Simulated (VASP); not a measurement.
# Cr (Im-3m) in VASP: further runs, part 2 of 2

VASP 6.6.1.

**5. Relaxation of cell and atoms, PBE, collinear spin, ferromagnetic start**

INCAR reads:

```
SYSTEM = Cr
PREC = Accurate ; ENCUT = 600
EDIFF = 1E-6 ; ISMEAR = -1
SIGMA = 0.05 ; LREAL = .FALSE.
LASPH = .TRUE. ; NELM = 150
ALGO = Normal ; ISIF = 3
LWAVE = .FALSE. ; LCHARG = .FALSE.
ISPIN = 2 ; MAGMOM = 3
LORBIT = 11 ; LMAXMIX = 4
GGA = PE ; IBRION = 2
NSW = 100 ; EDIFFG = -0.005
```

KPOINTS reads:

```
Automatic mesh
0
Gamma
  16 16 16
  0.5 0.5 0.5
```

POSCAR reads:

```
Cr
1.0
   -1.4125141895      1.4125141895      1.4125141895
    1.4125141895     -1.4125141895      1.4125141895
    1.4125141895      1.4125141895     -1.4125141895
Cr
1
Direct
    0.0000000000      0.0000000000      0.0000000000
```

Potentials or basis: VASP PAW PBE potentials, release 64 (Cr_pv).

The run is started by

```sh
cat potpaw_PBE.64/Cr_pv/POTCAR > POTCAR
mpirun -np 1 vasp_std > vasp.out
```

OUTCAR:

```text
SYSTEM = Cr
   PREC = Accurate
   ENCUT = 600
   EDIFF = 1E-6
   ISMEAR = -1
   LREAL = .FALSE.
   LASPH = .TRUE.
   NELM = 150
   ISIF = 3
   ISPIN = 2
   LORBIT = 11
   GGA = PE
   IBRION = 2
   NSW = 100
   EDIFFG = -0.005

 ion  position               nearest neighbor table
   1  0.000  0.000  0.000-

  LATTYP: Found a body centered cubic cell.
 ALAT       =     2.8250283790

  Lattice vectors:

 A1 = (  -1.4125141895,   1.4125141895,   1.4125141895)
 A2 = (   1.4125141895,  -1.4125141895,   1.4125141895)
 A3 = (   1.4125141895,   1.4125141895,  -1.4125141895)

Analysis of symmetry for initial positions (statically):
=====================================================================
 Subroutine PRICEL returns:
 Original cell was already a primitive cell.

 Routine SETGRP: Setting up the symmetry group for a
 body centered cubic supercell.

 Subroutine GETGRP returns: Found 48 space group operations
 (whereof 48 operations were pure point group operations)
 out of a pool of 48 trial point group operations.

The static configuration has the point symmetry O_h .

Analysis of symmetry for dynamics (positions and initial velocities):
=====================================================================
 Subroutine PRICEL returns:
 Original cell was already a primitive cell.

 Routine SETGRP: Setting up the symmetry group for a
 body centered cubic supercell.

 Subroutine GETGRP returns: Found 48 space group operations
 (whereof 48 operations were pure point group operations)
 out of a pool of 48 trial point group operations.

The dynamic configuration has the point symmetry O_h .

Analysis of structural, dynamic, and magnetic symmetry:
=====================================================================
 Subroutine PRICEL returns:
 Original cell was already a primitive cell.

 Routine SETGRP: Setting up the symmetry group for a
 body centered cubic supercell.

 Subroutine GETGRP returns: Found 48 space group operations
 (whereof 48 operations were pure point group operations)
 out of a pool of 48 trial point group operations.

The overall configuration has the point symmetry O_h .

 Subroutine INISYM returns: Found 48 space group operations
[... 137 lines left out ...]
 number of electron      12.0000004 magnetization       0.0001398

 Free energy of the ion-electron system (eV)
  ---------------------------------------------------
  ext. energy  EPLUGINS =         0.00000000
  ---------------------------------------------------
  free energy    TOTEN  =        -9.50977429 eV

  energy without entropy =       -9.50174320  energy(sigma->0) =       -9.50575874

------------------------ aborting loop because EDIFF is reached ----------------------------------------

  FORCE on cell =-STRESS in cart. coord.  units (eV):
  Direction    XX          YY          ZZ          XY          YZ          ZX
  --------------------------------------------------------------------------------------
  -------------------------------------------------------------------------------------
  Total        0.4394343      0.4394343      0.4394343     -0.0000000      0.0000000     -0.0000000
  in kB       62.4548327     62.4548327     62.4548327     -0.0000000      0.0000000     -0.0000000
  external PRESSURE =      62.4548327 kB  Pullay stress =       0.0000000 kB
[... 98 lines left out ...]
 number of electron      11.9999995 magnetization      -0.0000015

 number of electron      11.9999995 magnetization       0.0000046

 Free energy of the ion-electron system (eV)
  ---------------------------------------------------
  ext. energy  EPLUGINS =         0.00000000
  ---------------------------------------------------
  free energy    TOTEN  =        -9.51481059 eV

  energy without entropy =       -9.50683257  energy(sigma->0) =       -9.51082158

 E-fermi :  11.0173     XC(G=0): -13.6828

 val. band max:       11.0128286599   @ k =  -0.3438   0.3438   0.2812
 cond. band min:      11.0420075183   @ k =  -0.2188   0.2812   0.0938
 fundamental gap:      0.0291788584
 Fermi energy:        11.0172759836

 spin component 1

 k-point     1 :       0.0312    0.0312    0.0312
  band No.  band energies     occupation
      1     -31.8034      1.00000
      2     -31.7499      1.00000
      3     -31.7499      1.00000
      4       3.3860      1.00000
      5       9.9958      1.00000
      6       9.9958      1.00000
      7      10.2750      1.00000
      8      12.0785      0.00000
      9      12.0785      0.00000
     10      18.0842      0.00000
     11      32.9263      0.00000
     12      32.9263      0.00000
[... 333 lines left out ...]
      1     -32.4738      1.00000
      2     -32.0489      1.00000
      3     -31.8360      1.00000
      4       7.4717      1.00000
      5       8.6536      1.00000
      6       9.1815      1.00000
      7      11.9430      0.00000
      8      12.5284      0.00000
      9      14.7552      0.00000
     10      18.0822      0.00000
     11      24.6267      0.00000
     12      25.4013      0.00000

 [... further k-points ...]

 spin component 2

 k-point     1 :       0.0312    0.0312    0.0312
  band No.  band energies     occupation
      1     -31.8034      1.00000
      2     -31.7499      1.00000
      3     -31.7499      1.00000
      4       3.3860      1.00000
      5       9.9958      1.00000
      6       9.9958      1.00000
      7      10.2750      1.00000
      8      12.0785      0.00000
      9      12.0785      0.00000
     10      18.0842      0.00000
     11      32.9263      0.00000
     12      32.9263      0.00000
[... 373 lines left out ...]
  FREE ENERGIE OF THE ION-ELECTRON SYSTEM (eV)
  ---------------------------------------------------
  free  energy   TOTEN  =        -9.5148105896 eV

  energy  without entropy=       -9.5068325662  energy(sigma->0) =       -9.51082158

 reached required accuracy - stopping structural energy minimisation

 total charge

# of ion       s       p       d       tot
------------------------------------------
    1        0.441   6.409   4.210  11.060

 magnetization (x)

# of ion       s       p       d       tot
------------------------------------------
    1        0.000  -0.000  -0.000  -0.000
```

OSZICAR:

```text
N       E                     dE             d eps       ncg     rms          rms(c)
DAV:   1     0.876715272460E+02    0.87672E+02   -0.74430E+03  6736   0.128E+03
DAV:   2    -0.833480530142E+01   -0.96006E+02   -0.92582E+02  6888   0.314E+02
DAV:   3    -0.961571516518E+01   -0.12809E+01   -0.12717E+01  7428   0.433E+01
[... 30 lines left out ...]
       N       E                     dE             d eps       ncg     rms          rms(c)
DAV:   1    -0.951485452654E+01   -0.45655E-04   -0.58554E-04  6720   0.431E-01    0.565E-02
DAV:   2    -0.951481220795E+01    0.42319E-04   -0.12024E-04  6888   0.187E-01    0.109E-02
DAV:   3    -0.951481095994E+01    0.12480E-05   -0.24423E-06  6768   0.267E-02    0.525E-03
DAV:   4    -0.951481058958E+01    0.37036E-06   -0.41859E-07  3832   0.872E-03
   4 F= -.95148106E+01 E0= -.95108216E+01  d E =-.503630E-02  mag=    -0.0000
```

CONTCAR:

```text
Cr
   1.00000000000000
    -1.4234010317279537    1.4234010317279537    1.4234010317279537
     1.4234010317279537   -1.4234010317279537    1.4234010317279537
     1.4234010317279537    1.4234010317279537   -1.4234010317279537
  Cr
     1
Direct
     0.0000000000000000    0.0000000000000000    0.0000000000000000

  0.00000000E+00  0.00000000E+00  0.00000000E+00
```

Run time: 46 s. Hardware: 1 thread of Intel Xeon 6975P-C (Granite Rapids), shared host; peak memory 0.16 GiB.

Results:

```
Free energy                                           : -9.5148 eV
Relaxed volume                                        : 11.54 Å³/atom
Relaxed cell                                          : a = 2.465 Å, b = 2.465 Å, c = 2.465 Å, α = 109.47°, β = 109.47°, γ = 109.47°
Space group after relaxing (to 0.1 Å)                 : Im-3m (No. 229)
Energy gained by relaxing                             : 5.0 meV/atom
Ionic steps                                           : 4
Pressure after relaxing                               : 0.0 GPa
Band gap on the k mesh                                : zero (filled and empty bands overlap)
Net moment                                            : 0.00 μB per cell
Valence electrons inside the program's atomic spheres : Cr 11.06
```

The path:
```
step  energy change (eV)  largest force (eV/Å)  pressure (GPa)  volume (Å³)
   1              0.0000                0.0000            6.25        11.27
   2              0.0092                0.0000           -9.51        12.01
   3             -0.0050                0.0000           -0.09        11.54
   4             -0.0050                0.0000            0.00        11.54
```

Final structure:
```cif
data_structure
_symmetry_space_group_name_H-M 'P 1'
_symmetry_Int_Tables_number 1
_cell_length_a 2.4654
_cell_length_b 2.4654
_cell_length_c 2.4654
_cell_angle_alpha 109.471
_cell_angle_beta 109.471
_cell_angle_gamma 109.471
_cell_volume 11.54
loop_
_atom_site_label
_atom_site_type_symbol
_atom_site_fract_x
_atom_site_fract_y
_atom_site_fract_z
_atom_site_occupancy
Cr1 Cr 0.00000 0.00000 0.00000 1
```

Levels at points of the mesh, in eV from the Fermi level:
Spin up:
```tsv
k point	band 4	band 5	band 6	band 7	band 8	band 9
(0.03, 0.03, 0.03)	-7.63	-1.02	-1.02	-0.74	1.06	1.06
```
Spin down:
```tsv
k point	band 2	band 3	band 4	band 5	band 6	band 7	band 8	band 9	band 10	band 11
(0.03, 0.03, 0.03)	-42.77	-42.77	-7.63	-1.02	-1.02	-0.74	1.06	1.06	7.07	21.91
```

PBE usually gives volumes a little too large and moduli too small. Zero-point motion and thermal expansion aren't in these numbers.
